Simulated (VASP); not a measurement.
**BP (rocksalt type): electric field gradients with PBE**

Crystal: BP (rocksalt type).

```
CELL_PARAMETERS angstrom
0.00000 2.11608 2.11608
2.11608 0.00000 2.11608
2.11608 2.11608 0.00000
ATOMIC_POSITIONS crystal
B 0.00000 0.00000 0.00000
P 0.50000 0.50000 0.50000
```

This cell differs from its parent crystal: volume scaled by 0.9405.

* Program: VASP 6.6.1
* Task: electric field gradients
* Functional: PBE
* Potentials or basis: VASP PAW PBE potentials, release 64 (B, P)
* Cutoff: 520 eV
* k mesh: 16 × 16 × 16
* Occupations: fermi-dirac, width 0.05 eV
* Spin: no spin polarisation
* Dipole correction: no
* Further INCAR settings: ALGO = Normal; EDIFF = 1e-08; NBANDS = 11

The pressure is 11.0 GPa and the band gap on the k mesh is zero (band 4 reaches 11.86 eV, above the bottom of band 5 at 7.93 eV).

Levels at points of the mesh, in eV from the Fermi level:
| k point | band 1 | band 2 | band 3 | band 4 | band 5 | band 6 | band 7 | band 8 |
| --- | --- | --- | --- | --- | --- | --- | --- | --- |
| (0.00, 0.00, 0.00) | -17.63 | 0.00 | 0.00 | 0.00 | 7.58 | 7.83 | 7.83 | 7.83 |
| (0.50, 0.00, 0.00) | -12.91 | -11.14 | 0.49 | 0.49 | 1.23 | 1.23 | 5.44 | 7.51 |
| (0.50, 0.50, 0.00) | -10.86 | -9.61 | -4.54 | -4.54 | -2.67 | 2.28 | 12.74 | 12.74 |

Run time: 24 s on 1 thread of AMD EPYC 7R13 Processor (Zen 3), on a shared host, peak memory 0.12 GiB.

Caveat: without QUAD_EFG the Cq values of the log hold for a quadrupole moment of 1 mb, not for the nuclei.
